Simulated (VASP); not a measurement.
# Ag (Im-3m) in VASP: settings compared, part 2 of 2

VASP 6.6.1. Earlier steps stand in the parts before.

## (4) Single point, HSE06

This run uses another cell than the first one, of 17.43 Å³/atom, 0.960 times its volume.

File POSCAR:

```
Ag
1.0
   -1.6332775543      1.6332775543      1.6332775543
    1.6332775543     -1.6332775543      1.6332775543
    1.6332775543      1.6332775543     -1.6332775543
Ag
1
Direct
    0.0000000000      0.0000000000      0.0000000000
```

File INCAR.step1:

```
SYSTEM = Ag
ALGO = Normal
EDIFF = 1E-5
ENCUT = 520
GGA = PE
ISIF = 2
ISMEAR = -1
LASPH = .TRUE.
LREAL = .FALSE.
LWAVE = .TRUE.
NBANDS = 12
NELM = 80
PREC = Accurate
SIGMA = 0.05
```

File INCAR.step2:

```
SYSTEM = Ag
ALGO = Normal
EDIFF = 1E-6
ENCUT = 520
GGA = PE
HFSCREEN = 0.2079
ISIF = 2
ISMEAR = -1
ISTART = 1
LASPH = .TRUE.
LCHARG = .TRUE.
LELF = .TRUE.
LHFCALC = .TRUE.
LREAL = .FALSE.
LVHAR = .TRUE.
LWAVE = .FALSE.
NBANDS = 12
NELM = 80
PREC = Accurate
PRECFOCK = Normal
SIGMA = 0.05
```

File KPOINTS:

```
k-points
0
G
  6 6 6
  0 0 0
```

Potentials or basis: VASP PAW PBE potentials, release 64 (Ag).

Run with:

```bash
$ cat potpaw_PBE.64/Ag/POTCAR > POTCAR
$ cp INCAR.step1 INCAR
$ mpirun -np 1 vasp_std > vasp.out
$ cp INCAR.step2 INCAR
$ mpirun -np 1 vasp_std > vasp.out
```

OUTCAR:

```text
SYSTEM = Ag
   EDIFF = 1E-6
   ENCUT = 520
   GGA = PE
   HFSCREEN = 0.2079
   ISIF = 2
   ISMEAR = -1
   ISTART = 1
   LASPH = .TRUE.
   LHFCALC = .TRUE.
   LREAL = .FALSE.
   NELM = 80
   PREC = Accurate
   PRECFOCK = Normal

 ion  position               nearest neighbor table
   1  0.000  0.000  0.000-

  LATTYP: Found a body centered cubic cell.
 ALAT       =     3.2665551086

[... 418 lines left out ...]
      8      15.6060      0.00000
      9      21.9425      0.00000
     10      22.2013      0.00000
     11      22.2013      0.00000
     12      36.2508      0.00000

------------------------ aborting loop because EDIFF is reached ----------------------------------------

  FORCE on cell =-STRESS in cart. coord.  units (eV):
  Direction    XX          YY          ZZ          XY          YZ          ZX
  --------------------------------------------------------------------------------------
  -------------------------------------------------------------------------------------
  Total        0.2779718      0.2779718      0.2779718     -0.0000000     -0.0000000      0.0000000
  in kB       25.5547324     25.5547324     25.5547324     -0.0000000     -0.0000000      0.0000000
  external PRESSURE =      25.5547324 kB  Pullay stress =       0.0000000 kB

 VOLUME and BASIS-vectors are now :
 -----------------------------------------------------------------------------
  energy-cutoff  :      520.00
  volume of cell :       17.43
      direct lattice vectors                 reciprocal lattice vectors
    -1.633277554  1.633277554  1.633277554     0.000000000  0.306132904  0.306132904
     1.633277554 -1.633277554  1.633277554     0.306132904  0.000000000  0.306132904
     1.633277554  1.633277554 -1.633277554     0.306132904  0.306132904  0.000000000

 POSITION                                       TOTAL-FORCE (eV/Angst)
 -----------------------------------------------------------------------------------
      0.00000      0.00000      0.00000         0.000000     -0.000000      0.000000
 -----------------------------------------------------------------------------------
    total drift:                                0.000026     -0.000032     -0.000128

  FREE ENERGIE OF THE ION-ELECTRON SYSTEM (eV)
  ---------------------------------------------------
  free  energy   TOTEN  =        -2.7117049199 eV

  energy  without entropy=       -2.6969223199  energy(sigma->0) =       -2.70431362
```

OUTCAR.step1:

```text
SYSTEM = Ag
   EDIFF = 1E-5
   ENCUT = 520
   GGA = PE
   ISIF = 2
   ISMEAR = -1
   LASPH = .TRUE.
[... 446 lines left out ...]
 -----------------------------------------------------------------------------------
      0.00000      0.00000      0.00000         0.000000      0.000000     -0.000000
 -----------------------------------------------------------------------------------
    total drift:                               -0.000000      0.000000     -0.000000

  FREE ENERGIE OF THE ION-ELECTRON SYSTEM (eV)
  ---------------------------------------------------
  free  energy   TOTEN  =        -2.5946397808 eV

  energy  without entropy=       -2.5804672052  energy(sigma->0) =       -2.58755349
```

OSZICAR.step1:

```text
N       E                     dE             d eps       ncg     rms          rms(c)
DAV:   1     0.527348880376E+02    0.52735E+02   -0.55462E+03   384   0.825E+02
DAV:   2    -0.197705111189E+01   -0.54712E+02   -0.51913E+02   432   0.199E+02
DAV:   3    -0.284920221497E+01   -0.87215E+00   -0.87172E+00   472   0.266E+01
DAV:   4    -0.285178320915E+01   -0.25810E-02   -0.25809E-02   424   0.150E+00
DAV:   5    -0.285180324878E+01   -0.20040E-04   -0.20041E-04   452   0.123E-01    0.502E+00
DAV:   6    -0.260512239572E+01    0.24668E+00   -0.98420E-01   420   0.878E+00    0.329E+00
DAV:   7    -0.259746104593E+01    0.76613E-02   -0.90509E-03   436   0.890E-01    0.187E+00
DAV:   8    -0.259463267754E+01    0.28284E-02   -0.74930E-04   420   0.210E-01    0.892E-02
DAV:   9    -0.259463978081E+01   -0.71033E-05   -0.77849E-06   364   0.210E-02
   1 F= -.25946398E+01 E0= -.25875535E+01  d E =-.141726E-01
```

Run time: 10 min. Hardware: 1 thread of Intel Xeon 8259CL, shared host; peak memory 0.24 GiB.

Results:

```yaml
Free_energy: -2.7117 eV
Pressure: 2.6 GPa
```

Levels at points of the mesh, in eV from the Fermi level:
| k point | band 3 | band 4 | band 5 | band 6 | band 7 | band 8 |
| --- | --- | --- | --- | --- | --- | --- |
| (0.00, 0.00, 0.00) | -6.33 | -6.33 | -5.00 | -5.00 | 18.77 | 18.77 |
| (0.50, 0.00, 0.00) | -5.02 | -4.84 | -3.85 | -0.12 | 4.49 | 14.06 |
| (0.50, 0.50, 0.50) | -4.11 | -4.11 | -4.11 | 7.49 | 7.49 | 7.49 |

Caveat: the k points lie up to 0.45 Å⁻¹ apart; the PAW data sets were made with another functional, which shifts forces and pressure a little.

## (5) The runs side by side

| task | level | cell | k mesh | cutoff (eV) | grid for exact exchange (PRECFOCK) | screening parameter | gap on the mesh (eV) | pressure (GPa) |
| --- | --- | --- | --- | --- | --- | --- | --- | --- |
| relaxation of cell and atoms | BLYP+D4 | relaxed from a = 2.868 Å, angles 109.5°, 1 atom | 11 × 11 × 11 | 600 | - | - | none | 0.0 |
| single point | HSE06 | a = 2.809 Å, angles 109.5°, 1 atom | 6 × 6 × 6 | 520 | Normal | 0.2079 1/Å | none | 4.8 |
| single point | HSE06 | a = 2.829 Å, angles 109.5°, 1 atom | 6 × 6 × 6 | 520 | Normal | 0.2079 1/Å | none | 2.6 |

Alike in all rows: potentials or basis VASP PAW PBE potentials, release 64 (Ag); no spin polarisation; smearing fermi-dirac 0.05 eV.

Caveats: some runs use coarse meshes; the PAW data sets were made with another functional, which shifts forces and pressure a little; pairwise dispersion overbinds metals, which lowers pressure and volume (some runs).

Absolute energies hang on the potentials; compare differences alone.
